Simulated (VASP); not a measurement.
LaTe, 2 atoms in the cell. Symmetry: Fm-3m, No. 225, cubic system. The conventional cell has a = 6.436 Å, b = 6.436 Å, c = 6.436 Å, α = 90.00°, β = 90.00°, γ = 90.00°. La (site symmetry m-3m) has 6 Te at 3.22 Å within 4.2 Å. Te (site symmetry m-3m) has 6 La at 3.22 Å within 4.2 Å. 

| Property | Result |
| --- | --- |
| Program | VASP 6.6.1 |
| Task | relaxation of volume and atoms at fixed shape |
| Functional | PBEsol |
| Potentials or basis | VASP PAW PBE potentials, release 64 (La, Te) |
| Cutoff | 500 eV |
| k mesh | 6 × 6 × 6 |
| Occupations | fermi-dirac, width 0.1 eV |
| Spin | no spin polarisation |
| Dipole correction | no |
| Further INCAR settings | ALGO = Normal; EDIFF = 1e-07; IBRION = 2; EDIFFG = -0.005; NSW = 80; ISIF = 8 |

Potentials or basis: VASP PAW PBE potentials, release 64 (La, Te).

Launch:

```bash
$ cat potpaw_PBE.64/La/POTCAR potpaw_PBE.64/Te/POTCAR > POTCAR
$ mpirun -np 1 vasp_std > vasp.out
```

Hardware: 1 thread of AMD EPYC 9R45 96-Core Processor (Zen 5), with other jobs on the host.

Question: How long does it take, and how much memory?

Answer: Run time: 35 s on 1 thread of AMD EPYC 9R45 96-Core Processor (Zen 5) (shared host), peak memory 0.19 GiB. Counts: scf iterations 37, k points 16, ion steps 3.
